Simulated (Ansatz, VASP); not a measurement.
## Two plane-wave programs on BP

The input INCAR:

```
SYSTEM = BP
ALGO     = Normal         ! electronic algorithm
EDIFF    = 1E-6           ! SCF threshold, eV
ENCUT    = 520            ! plane-wave cutoff, eV
GGA      = PE             ! functional
ISIF     = 2              ! what is computed and relaxed
ISMEAR   = -1             ! smearing method
LASPH    = .TRUE.         ! aspherical terms in the spheres
LCHARG   = .FALSE.        ! write CHGCAR
LREAL    = .FALSE.        ! projectors in reciprocal space
LWAVE    = .FALSE.        ! write WAVECAR
NBANDS   = 11             ! bands
NELM     = 100            ! most SCF steps
PREC     = Accurate       ! precision mode
SIGMA    = 0.02           ! smearing width, eV
```

KPOINTS

```
k-points
0
G
  10 10 10
  0 0 0
```

Contents of POSCAR:

```
BP
1.0
    0.0000000000      2.2683156866      2.2683156866
    2.2683156866      0.0000000000      2.2683156866
    2.2683156866      2.2683156866      0.0000000000
B P
1 1
Direct
    0.0000000000      0.0000000000      0.0000000000
    0.2500000000      0.2500000000      0.2500000000
```

Input for Ansatz:

```yaml
crystal:
  lattice:
    - [0.0, 2.2683156866, 2.2683156866]
    - [2.2683156866, 0.0, 2.2683156866]
    - [2.2683156866, 2.2683156866, 0.0]
  atoms:
    - { symbol: B, position: [0.0, 0.0, 0.0] }
    - { symbol: P, position: [0.25, 0.25, 0.25] }
kpoints:
  mp_grid: { grid: [10, 10, 10] }
  band_path:
    path:
      - [0.0, 0.0, 0.0]
      - [-0.5, -0.5, 0.0]
      - [-0.375, -0.375, 0.25]
      - [-0.375, 0.0, 0.375]
      - [0.0, 0.0, 0.5]
      - [-0.5, -0.25, 0.25]
      - [0.0, 0.4, 0.4]
    npoints: 1
hamiltonian:
  xc: pbe
scf:
  occupations: { method: fermi_dirac, width: 0.02 }
  n_extra_bands: 4
output:
  forces: true
  stress: true
  eigenvalues: true
```

Alike in both runs: task single point; functional PBE; k mesh 10 × 10 × 10; occupations fermi-dirac, width 0.02 eV; no spin polarisation.

|  | VASP | Ansatz |
| --- | --- | --- |
| version | VASP 6.6.1 | Ansatz 0.2.0 |
| potentials or method | VASP PAW PBE potentials, release 64 (B, P) | plane waves, PAW |
| plane-wave cutoff (eV) | 520 | 420 |
| valence electrons in the cell | 8 | 8 |

|  | VASP | Ansatz | Ansatz less VASP |
| --- | --- | --- | --- |
| gap on the k mesh at the Fermi level (eV) | 1.24 | 1.24 | +0.004 |
| pressure (GPa) | 1.0 | 1.3 | +0.24 |
